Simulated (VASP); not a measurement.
Crystal: Ti.

```
Ti
1.0
     2.93586    0.00000    0.00000
    -1.46793    2.54253    0.00000
     0.00000    0.00000    4.64162
Ti
2
Direct
  0.33333 0.66667 0.25000
  0.66667 0.33333 0.75000
```

Base run:

```yaml
Program: VASP 6.6.1
Functional: r2SCAN
Potentials_or_basis: VASP PAW PBE potentials, release 64 (Ti_sv)
Cutoff: 520 eV
k_mesh: 12 × 12 × 7
Occupations: fermi-dirac, width 0.01 eV
Spin: no spin polarisation
```

Its results: band gap on the k mesh zero (bands 12 and 13 overlap by 1.26 eV); pressure 0.2 GPa.

After a change of settings the same cell gave: band gap on the k mesh zero (bands 12 and 13 overlap by 1.27 eV); pressure 2.2 GPa. Which change was it?
A. occupations from fermi-dirac, width 0.01 eV to fermi-dirac, width 1 eV; further incar settings from ALGO = Normal; EDIFF = 1e-06; NBANDS = 19 to ALGO = Normal; EDIFF = 1e-07; NBANDS = 19
B. occupations from fermi-dirac, width 0.01 eV to fermi-dirac, width 0.3 eV
C. occupations from fermi-dirac, width 0.01 eV to fermi-dirac, width 0.03 eV
D. k mesh from 12 × 12 × 7 to 10 × 10 × 6; occupations from fermi-dirac, width 0.01 eV to fermi-dirac, width 0.1 eV

B.

Caveats: the PAW data sets were made with another functional, which shifts forces and pressure a little; so wide a smearing shifts energies and pressures (at least some runs).
